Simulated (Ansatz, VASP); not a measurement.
# GaP in VASP and in Ansatz

```
Ga P
1.0
     2.65949    2.65949    0.00000
    -2.65949    2.65949    0.00000
     0.00000    2.65949    2.65949
Ga P
1 1
Direct
  0.00000 0.00000 0.00000
  0.75000 0.25000 0.50000
```

Alike in both runs: task single point; functional LDA; k mesh 8 × 8 × 8; no spin polarisation.

|  | VASP | Ansatz |
| --- | --- | --- |
| version | VASP 6.6.1 | Ansatz 0.2.0 |
| potentials or method | VASP PAW LDA potentials, release 64 (Ga_d, P), cutoff 520 eV | all-electron LAPW, scalar-relativistic |
| occupations | gaussian, width 0.01 eV | fixed |

Ansatz gave:

| Quantity | Value |
| --- | --- |
| gap on the k mesh at the Fermi level (eV) | 1.34 |
| pressure (GPa) | 4.0 |

Which values does VASP return?

gap on the k mesh at the Fermi level (eV): 1.34; pressure (GPa): 4.1.

LDA's correlation is that of Perdew and Zunger in VASP and of Perdew and Wang (1992) in Ansatz. Ansatz ran all-electron here, and VASP with PAW potentials.
